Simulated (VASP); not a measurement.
## TaN: single point with LDA

Crystal: TaN.

```xyz
2
Lattice="0.0000 2.2032 2.1743 2.2032 0.0000 2.1743 2.2032 2.2032 0.0000" Properties=species:S:1:pos:R:3 pbc="T T T"
Ta    2.2080    2.2032    2.1743
N    -0.0620    0.0000    0.0000
```

This cell differs from its parent crystal: atoms displaced along a vibrational mode, the cell strained.

* Program: VASP 6.6.1
* Task: single point
* Functional: LDA
* Potentials or basis: VASP PAW LDA potentials, release 64 (Ta_sv_GW, N)
* Cutoff: 700 eV
* k mesh: 18 × 18 × 18
* Occupations: gaussian, width 0.15 eV
* Spin: no spin polarisation

```
Pressure               : -7.6 GPa
Largest force          : 0.475 eV/Å
Band gap on the k mesh : zero (bands 9 and 10 overlap by 3.89 eV)
```

Forces on the atoms (eV/Å):
```
Ta  -0.475  0.000  0.000
N    0.475  0.000  0.000
```

Stress tensor (GPa, compression positive):
```
 -8.76   0.00   0.00
  0.00 -11.06   0.00
  0.00   0.00  -2.96
```

Levels at points of the mesh, in eV from the Fermi level:
```tsv
k point	band 5	band 6	band 7	band 8	band 9	band 10	band 11	band 12	band 13	band 14
(0.00, 0.00, 0.00)	-18.64	-3.92	-3.91	-3.88	-2.19	-2.03	-1.90	0.00	0.15	1.81
(0.50, 0.00, 0.00)	-15.50	-10.37	-7.61	-7.60	1.86	1.95	2.02	3.92	7.44	7.71
(0.50, 0.50, 0.00)	-17.37	-6.45	-5.76	-4.63	-4.36	2.14	3.59	3.59	4.70	6.93
(0.50, 0.00, 0.50)	-17.39	-6.59	-5.73	-4.60	-4.27	2.11	3.50	3.67	4.68	6.84
(0.00, 0.50, 0.50)	-17.38	-6.57	-5.49	-4.58	-4.52	2.08	3.50	3.67	4.64	6.65
```

It took 6 min on 1 thread of Intel(R) Xeon(R) Platinum 8259CL CPU @ 2.50GHz (Skylake/Cascade Lake), on a shared host, peak memory 0.57 GiB.

Caveat: the cell differs from its parent crystal (atoms displaced along a vibrational mode, the cell strained); the stress differs along the axes, from -11 to -3 GPa; spin-orbit coupling is left out, which moves the levels of the heavy elements.
